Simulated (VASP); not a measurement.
# W (Fd-3m) in VASP: notebook

Runs on W. Level: LDA. Tasks: single point, relaxation of cell and atoms.

All numbers are computed with VASP 6.6.1; they aren't measurements. Logs are shortened: lines on timing, memory, paths and dates and some standing lists are left out, and cuts for length are marked.

### 1 The cell of the first run

Symmetry: Fd-3m, No. 227, cubic system. The conventional cell has a = 5.703 Å, b = 5.703 Å, c = 5.703 Å, α = 90.00°, β = 90.00°, γ = 90.00°. Within 3.3 Å of W (site symmetry -43m) lie 4 W at 2.47 Å.

This isn't the form of W at room conditions, which is bcc.

### 2 Single point, LDA

Input file INCAR:

```
SYSTEM = W
ALGO = Normal
EDIFF = 1E-7
ENCUT = 520
ISIF = 2
ISMEAR = -1
LASPH = .True.
LCHARG = .False.
LREAL = .False.
LWAVE = .False.
NBANDS = 21
NELM = 100
PREC = Accurate
SIGMA = 0.05
```

Input file KPOINTS:

```
k-points
0
Gamma
  8 8 8
  0 0 0
```

Input file POSCAR:

```
W
1.0
    0.0000000000      2.8515371713      2.8515371713
    2.8515371713      0.0000000000      2.8515371713
    2.8515371713      2.8515371713      0.0000000000
W
2
Direct
    0.0000000000      0.0000000000      0.0000000000
    0.2500000000      0.2500000000      0.2500000000
```

Potentials or basis: VASP PAW LDA potentials, release 64 (W_sv).

Launch:

```
$ cat potpaw_LDA.64/W_sv/POTCAR > POTCAR
$ mpirun -np 1 vasp_std > vasp.out
```

OUTCAR:

```text
SYSTEM = W
   EDIFF = 1E-7
   ENCUT = 520
   ISIF = 2
   ISMEAR = -1
   LASPH = .True.
   LREAL = .False.
   NELM = 100
   PREC = Accurate

 ion  position               nearest neighbor table
   1  0.000  0.000  0.000-   2 2.47   2 2.47   2 2.47   2 2.47
   2  0.250  0.250  0.250-   1 2.47   1 2.47   1 2.47   1 2.47

  LATTYP: Found a face centered cubic cell.
 ALAT       =     5.7030743426

  Lattice vectors:

 A1 = (   0.0000000000,   2.8515371713,   2.8515371713)
 A2 = (   2.8515371713,   0.0000000000,   2.8515371713)
 A3 = (   2.8515371713,   2.8515371713,   0.0000000000)

Analysis of symmetry for initial positions (statically):
=====================================================================
 Subroutine PRICEL returns:
 Original cell was already a primitive cell.

 Routine SETGRP: Setting up the symmetry group for a
 face centered cubic supercell.

 Subroutine GETGRP returns: Found 48 space group operations
 (whereof 24 operations were pure point group operations)
 out of a pool of 48 trial point group operations.

The static configuration has the point symmetry T_d .
 The point group associated with its full space group is O_h .

Analysis of symmetry for dynamics (positions and initial velocities):
=====================================================================
 Subroutine PRICEL returns:
 Original cell was already a primitive cell.

 Routine SETGRP: Setting up the symmetry group for a
 face centered cubic supercell.

 Subroutine GETGRP returns: Found 48 space group operations
 (whereof 24 operations were pure point group operations)
 out of a pool of 48 trial point group operations.

The dynamic configuration has the point symmetry T_d .
 The point group associated with its full space group is O_h .

 Subroutine INISYM returns: Found 48 space group operations
 (whereof 24 operations are pure point group operations),
 and found     1 'primitive' translations

----------------------------------------------------------------------------------------

                                     Primitive cell

  volume of cell :      46.3732

  direct lattice vectors                    reciprocal lattice vectors
     0.000000000  2.851537171  2.851537171    -0.175344023  0.175344023  0.175344023
     2.851537171  0.000000000  2.851537171     0.175344023 -0.175344023  0.175344023
     2.851537171  2.851537171  0.000000000     0.175344023  0.175344023 -0.175344023

  length of vectors
     4.032682541  4.032682541  4.032682541     0.303704757  0.303704757  0.303704757

  position of ions in fractional coordinates (direct lattice)
     0.000000000  0.000000000  0.000000000
     0.250000000  0.250000000  0.250000000

  ion indices of the primitive-cell ions
   primitive index   ion index
                 1           1
                 2           2

----------------------------------------------------------------------------------------

 KPOINTS: k-points

Automatic generation of k-mesh.
 Grid dimensions read from file:
 generate k-points for:    8    8    8

 Generating k-lattice:

  Cartesian coordinates                     Fractional coordinates (reciprocal lattice)
    -0.021918003  0.021918003  0.021918003     0.125000000  0.000000000  0.000000000
     0.021918003 -0.021918003  0.021918003     0.000000000  0.125000000  0.000000000
     0.021918003  0.021918003 -0.021918003     0.000000000  0.000000000  0.125000000

  Length of vectors
     0.037963095  0.037963095  0.037963095

  Shift w.r.t. Gamma in fractional coordinates (k-lattice)
     0.000000000  0.000000000  0.000000000

 Subroutine IBZKPT returns following result:
 ===========================================

 Found     29 irreducible k-points:

 Following reciprocal coordinates:
            Coordinates               Weight
  0.000000  0.000000  0.000000      1.000000
  0.125000  0.000000  0.000000      8.000000
  0.250000  0.000000  0.000000      8.000000
  0.375000  0.000000  0.000000      8.000000
  0.500000  0.000000  0.000000      4.000000
  0.125000  0.125000  0.000000      6.000000
[... 16 lines left out ...]
  0.500000  0.250000  0.125000     48.000000
 -0.375000  0.250000  0.125000     24.000000
 [... further k-points ...]
   k-points           NKPTS =     29   k-points in BZ     NKDIM =     29   number of bands    NBANDS=     21
   number of dos      NEDOS =    301   number of ions     NIONS =      2
   total plane-waves  NPLWV =  27000
   dimension x,y,z NGX =    30 NGY =   30 NGZ =   30
   dimension x,y,z NGXF=    60 NGYF=   60 NGZF=   60
   ions per type =               2
   NGX,Y,Z   is equivalent  to a cutoff of  12.37, 12.37, 12.37 a.u.
   NGXF,Y,Z  is equivalent  to a cutoff of  24.73, 24.73, 24.73 a.u.
 SYSTEM =  W
   PREC   = accura    normal or accurate (medium, high low for compatibility)
   ISTART =      0    job   : 0-new  1-cont  2-samecut
   ICHARG =      2    charge: 1-file 2-atom 10-const
   ISPIN  =      1    spin polarized calculation?
   LNONCOLLINEAR =      F non collinear calculations
   LSORBIT =      F    spin-orbit coupling
   LASPH  =      T    aspherical Exc in radial PAW
   ENCUT  =  520.0 eV  38.22 Ry    6.18 a.u.   7.50  7.50  7.50*2*pi/ulx,y,z
   NELM   =    100;   NELMIN=  2; NELMDL= -5     # of ELM steps
   EDIFF  = 0.1E-06   stopping-criterion for ELM
   LREAL  =      F    real-space projection
   EDIFFG = 0.1E-05   stopping-criterion for IOM
   NSW    =      0    number of steps for IOM
   IBRION =     -1    ionic relax: 0-MD 1-quasi-New 2-CG
   NFREE  =      0    steps in history (QN), initial steepest desc. (CG)
   ISIF   =      2    stress and relaxation
   ISYM   =      2    0-nonsym 1-usesym 2-fastsym
   POTIM  = 0.5000    time-step for ionic-motion
   TEBEG  =    0.0;   TEEND  =   0.0 temperature during run
   PSTRESS=    0.0 pullay stress
   NELECT =      28.0000    total number of electrons
   NUPDOWN=      -1.0000    fix difference up-down
   EMIN   =  10.00;   EMAX   =-10.00  energy-range for DOS
   EFERMI =   0.00;   METHOD = LEGACY
   ISMEAR =    -1;   SIGMA  =   0.05  broadening in eV -4-tet -1-fermi 0-gaus
   EFERMI_NEDOS =   21; number of points for ismear=-14 and -15
   IALGO  =     38    algorithm
   IMIX   =      4    mixing-type and parameters
     AMIX     =   0.40;   BMIX     =  1.00
     AMIX_MAG =   1.60;   BMIX_MAG =  1.00
  volume/ion in A,a.u.               =      23.19       156.47
  Fermi-wavevector in a.u.,A,eV,Ry     =   1.383689  2.614793 26.049648  1.914595
  Thomas-Fermi vector in A             =   2.508263
   LORBIT       =      0    0 simple, 1 ext, 2 COOP (PROOUT), +10 PAW based schemes
   GGA     = CA    functional components
   LHFCALC =     F    Hartree Fock is set to
   AEXX    =    0.0000 exact exchange contribution
   IVDW    =     0    specifies the selected vdW correction
   LEPSILON=     F    determine dielectric tensor
   LRPA    =     F    only Hartree local field effects (RPA)
 non-spin polarized calculation
  energy-cutoff  :      520.00
  volume of cell :       46.37
 maximum number of plane-waves:      1283
 NGX is ok and might be reduce to    30
   NGX = 15   NGY = 15   NGZ = 15

 number of electron      27.9999999 magnetization

 Free energy of the ion-electron system (eV)
  ---------------------------------------------------
  ext. energy  EPLUGINS =         0.00000000
  ---------------------------------------------------
  free energy    TOTEN  =       -22.65093511 eV

  energy without entropy =      -22.62839960  energy(sigma->0) =      -22.63966735

 E-fermi :   5.7511     XC(G=0): -11.3230

 val. band max:        5.7012551635   @ k =   0.3750   0.3750   0.0000
 cond. band min:       5.7523190854   @ k =   0.3750   0.2500   0.1250
 fundamental gap:      0.0510639220
 Fermi energy:         5.7510606231

 k-point     1 :       0.0000    0.0000    0.0000
  band No.  band energies     occupation
      1     -67.0076      2.00000
      2     -66.5944      2.00000
      3     -31.9189      2.00000
      4     -31.9189      2.00000
      5     -31.9189      2.00000
      6     -30.8234      2.00000
[... 13 lines left out ...]
     20      16.6107      0.00000
     21      17.0734      0.00000

 k-point     2 :       0.1250    0.0000    0.0000
  band No.  band energies     occupation
      1     -66.9961      2.00000
      2     -66.6063      2.00000
      3     -31.9386      2.00000
      4     -31.9386      2.00000
      5     -31.9167      2.00000
      6     -30.8271      2.00000
[... 13 lines left out ...]
     20      16.1318      0.00000
     21      17.3239      0.00000

 k-point     3 :       0.2500    0.0000    0.0000
  band No.  band energies     occupation
      1     -66.9650      2.00000
      2     -66.6384      2.00000
      3     -31.9833      2.00000
      4     -31.9833      2.00000
      5     -31.9123      2.00000
      6     -30.8350      2.00000
[... 13 lines left out ...]
     20      14.5742      0.00000
     21      15.8133      0.00000

 k-point     4 :       0.3750    0.0000    0.0000
  band No.  band energies     occupation
      1     -66.9261      2.00000
      2     -66.6783      2.00000
      3     -32.0246      2.00000
      4     -32.0246      2.00000
      5     -31.9092      2.00000
      6     -30.8412      2.00000
[... 13 lines left out ...]
     20      11.8560      0.00000
     21      15.7563      0.00000

 k-point     5 :       0.5000    0.0000    0.0000
  band No.  band energies     occupation
      1     -66.9056      2.00000
      2     -66.6991      2.00000
      3     -32.0409      2.00000
      4     -32.0409      2.00000
      5     -31.9083      2.00000
      6     -30.8433      2.00000
[... 13 lines left out ...]
     20      10.6743      0.00000
     21      15.7702      0.00000

 k-point     6 :       0.1250    0.1250    0.0000
  band No.  band energies     occupation
      1     -66.9921      2.00000
      2     -66.6104      2.00000
      3     -31.9617      2.00000
      4     -31.9617      2.00000
      5     -31.8787      2.00000
      6     -30.8682      2.00000
[... 13 lines left out ...]
     20      16.0222      0.00000
     21      17.7944      0.00000

 k-point     7 :       0.2500    0.1250    0.0000
  band No.  band energies     occupation
      1     -66.9669      2.00000
      2     -66.6364      2.00000
      3     -32.0089      2.00000
      4     -32.0073      2.00000
      5     -31.8442      2.00000
      6     -30.9060      2.00000
[... 13 lines left out ...]
     20      15.4756      0.00000
     21      15.9147      0.00000
[... 291 lines left out ...]
      1     -66.8330      2.00000
      2     -66.7726      2.00000
      3     -32.1885      2.00000
      4     -32.1277      2.00000
      5     -31.5173      2.00000
      6     -31.2421      2.00000
[... 13 lines left out ...]
     20      11.0333      0.00000
     21      11.8777      0.00000

 k-point    21 :       0.5000    0.5000    0.0000
  band No.  band energies     occupation
      1     -66.8028      2.00000
      2     -66.8028      2.00000
      3     -32.1637      2.00000
      4     -32.1637      2.00000
      5     -31.3863      2.00000
      6     -31.3863      2.00000
[... 13 lines left out ...]
     20      10.6417      0.00000
     21      11.4984      0.00000

 k-point    22 :       0.3750    0.2500    0.1250
  band No.  band energies     occupation
      1     -66.9370      2.00000
      2     -66.6672      2.00000
      3     -32.0830      2.00000
      4     -32.0350      2.00000
      5     -31.7801      2.00000
      6     -30.9729      2.00000
[... 13 lines left out ...]
     20      14.1067      0.00000
     21      14.7109      0.00000

 k-point    23 :       0.5000    0.2500    0.1250
  band No.  band energies     occupation
      1     -66.8978      2.00000
      2     -66.7070      2.00000
      3     -32.1369      2.00000
      4     -32.0713      2.00000
      5     -31.7161      2.00000
      6     -31.0364      2.00000
[... 13 lines left out ...]
     20      11.8972      0.00000
     21      13.8570      0.00000

 k-point    24 :      -0.3750    0.2500    0.1250
  band No.  band energies     occupation
      1     -66.8756      2.00000
      2     -66.7296      2.00000
      3     -32.1559      2.00000
      4     -32.0882      2.00000
      5     -31.6867      2.00000
      6     -31.0652      2.00000
[... 13 lines left out ...]
     20      10.8673      0.00000
     21      13.6885      0.00000

 [... further k-points ...]

------------------------ aborting loop because EDIFF is reached ----------------------------------------

  FORCE on cell =-STRESS in cart. coord.  units (eV):
  Direction    XX          YY          ZZ          XY          YZ          ZX
  --------------------------------------------------------------------------------------
  -------------------------------------------------------------------------------------
  Total        0.4906126      0.4906126      0.4906126      0.0000000      0.0000000      0.0000000
  in kB       16.9504851     16.9504851     16.9504851      0.0000000      0.0000000      0.0000000
  external PRESSURE =      16.9504851 kB  Pullay stress =       0.0000000 kB

 VOLUME and BASIS-vectors are now :
 -----------------------------------------------------------------------------
  energy-cutoff  :      520.00
  volume of cell :       46.37
      direct lattice vectors                 reciprocal lattice vectors
     0.000000000  2.851537171  2.851537171    -0.175344023  0.175344023  0.175344023
     2.851537171  0.000000000  2.851537171     0.175344023 -0.175344023  0.175344023
     2.851537171  2.851537171  0.000000000     0.175344023  0.175344023 -0.175344023

 POSITION                                       TOTAL-FORCE (eV/Angst)
 -----------------------------------------------------------------------------------
      0.00000      0.00000      0.00000         0.000000      0.000000      0.000000
      1.42577      1.42577      1.42577        -0.000000     -0.000000     -0.000000
 -----------------------------------------------------------------------------------
    total drift:                                0.000000     -0.000000      0.000000

  FREE ENERGIE OF THE ION-ELECTRON SYSTEM (eV)
  ---------------------------------------------------
  free  energy   TOTEN  =       -22.6509351118 eV

  energy  without entropy=      -22.6283995973  energy(sigma->0) =      -22.63966735
```

It took 34 s on 1 thread of Intel Xeon Platinum 8259CL at 2.50GHz (Skylake/Cascade Lake), shared host; peak memory 0.16 GiB.

Results:

| Item | Value |
| --- | --- |
| Free energy | -22.6509 eV |
| Pressure | 1.7 GPa |
| Band gap on the k mesh | zero (bands 14 and 15 overlap by 0.79 eV) |

Levels at points of the mesh, in eV from the Fermi level:
```tsv
k point	band 10	band 11	band 12	band 13	band 14	band 15	band 16	band 17	band 18	band 19
(0.00, 0.00, 0.00)	-2.17	-2.17	-1.19	-1.19	-1.19	1.56	1.56	1.56	5.59	5.59
(0.50, 0.00, 0.00)	-2.14	-1.93	-1.93	-1.42	-1.42	-0.33	2.82	2.82	4.50	4.50
(0.50, 0.50, 0.00)	-3.11	-1.33	-1.33	-1.22	-1.22	0.98	0.98	4.88	4.88	4.89
```

Caveat: spin-orbit coupling is left out, which moves the levels of the heavy elements.

### 3 Relaxation of cell and atoms, LDA

This run uses another cell than the first one, of 20.57 Å³/atom.

Input file INCAR:

```
SYSTEM = W
PREC = Accurate ; ENCUT = 600
EDIFF = 1E-6 ; ISMEAR = -1
SIGMA = 0.05 ; LREAL = .False.
LASPH = .True. ; NELM = 100
ALGO = Normal ; ISIF = 3
LWAVE = .False. ; LCHARG = .False.
IBRION = 2 ; NSW = 60
EDIFFG = -0.03
```

Input file KPOINTS:

```
Automatic mesh
0
Gamma
  8 8 8
  0 0 0
```

Input file POSCAR:

```
W
1.0
    0.0000000000      2.7400000000      2.7400000000
    2.7400000000      0.0000000000      2.7400000000
    2.7400000000      2.7400000000      0.0000000000
W
2
Direct
    0.0000000000      0.0000000000      0.0000000000
    0.2500000000      0.2500000000      0.2500000000
```

Potentials or basis: VASP PAW LDA potentials, release 64 (W_sv).

Launch:

```
$ cat potpaw_LDA.64/W_sv/POTCAR > POTCAR
$ mpirun -np 1 vasp_std > vasp.out
```

Run time: 84 s. Hardware: 1 thread of Intel Xeon Platinum 8259CL at 2.50GHz (Skylake/Cascade Lake), shared host; peak memory 0.17 GiB.

It converged, with:

- Free energy: -22.6528 eV
- Relaxed volume: 23.45 Å³/atom
- Relaxed cell: a = 4.048 Å, b = 4.048 Å, c = 4.048 Å, α = 60.00°, β = 60.00°, γ = 60.00°
- Space group after relaxing (to 0.1 Å): Fd-3m (No. 227)
- Energy gained by relaxing: 191.4 meV/atom
- Ionic steps: 5
- Pressure after relaxing: 0.1 GPa
- Band gap on the k mesh: zero (bands 14 and 15 overlap by 0.79 eV)

The path:
```
step  energy change (eV)  largest force (eV/Å)  pressure (GPa)  volume (Å³)
   1              0.0000                0.0000           23.58        41.14
   2              0.9101                0.0000          -22.02        61.93
   3             -0.3796                0.0000           -1.68        47.53
   4             -0.3827                0.0000           -0.25        47.02
   5             -0.3827                0.0000            0.11        46.90
```

Final structure:
```cif
data_structure
_symmetry_space_group_name_H-M 'P 1'
_symmetry_Int_Tables_number 1
_cell_length_a 4.0479
_cell_length_b 4.0479
_cell_length_c 4.0479
_cell_angle_alpha 60.000
_cell_angle_beta 60.000
_cell_angle_gamma 60.000
_cell_volume 46.90
loop_
_atom_site_label
_atom_site_type_symbol
_atom_site_fract_x
_atom_site_fract_y
_atom_site_fract_z
_atom_site_occupancy
W1 W 0.00000 0.00000 0.00000 1
W2 W 0.25000 0.25000 0.25000 1
```

Levels at points of the mesh, in eV from the Fermi level:
| k point | band 10 | band 11 | band 12 | band 13 | band 14 | band 15 | band 16 | band 17 | band 18 |
| --- | --- | --- | --- | --- | --- | --- | --- | --- | --- |
| (0.00, 0.00, 0.00) | -2.12 | -2.12 | -1.17 | -1.17 | -1.17 | 1.55 | 1.55 | 1.55 | 5.52 |
| (0.50, 0.00, 0.00) | -2.09 | -1.89 | -1.89 | -1.39 | -1.39 | -0.34 | 2.79 | 2.79 | 4.46 |
| (0.50, 0.50, 0.00) | -3.05 | -1.30 | -1.30 | -1.23 | -1.23 | 0.99 | 0.99 | 4.84 | 4.84 |

Caveat: spin-orbit coupling is left out, which moves the levels of the heavy elements.
